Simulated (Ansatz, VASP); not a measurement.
NbTe in VASP and in Ansatz

```
Nb Te
1.0
     3.42570    0.00000    0.00000
     0.00000    3.42570    0.00000
     0.00000    0.00000    3.42570
Nb Te
1 1
Direct
  0.50000 0.50000 0.50000
  0.00000 0.00000 0.00000
```

Alike in both runs: task single point; functional r2SCAN50; k mesh 4 × 4 × 4; occupations fermi-dirac, width 0.05 eV; no spin polarisation.

|  | VASP | Ansatz |
| --- | --- | --- |
| version | VASP 6.6.1 | Ansatz 0.2.0 |
| potentials or method | VASP PAW PBE potentials, release 64 (Nb_sv, Te) | Ansatz PAW |
| plane-wave cutoff (eV) | 520 | 500 |
| valence electrons in the cell | 19 | 29 |

|  | VASP | Ansatz | Ansatz less VASP |
| --- | --- | --- | --- |
| gap on the k mesh at the Fermi level (eV) | none | none | - |
| pressure (GPa) | -8.7 | -7.1 | +1.61 |

VASP's potentials were made for PBE, not for r2SCAN50. A gap of «none» marks a metal or a gap that the smearing closes. VASP's potentials hold 19 valence electrons a cell and Ansatz's 29, so a difference there can come from the potentials and not from the codes.

The k mesh is coarse, so the values compare programs but aren't converged. Neither program's run includes spin-orbit coupling.
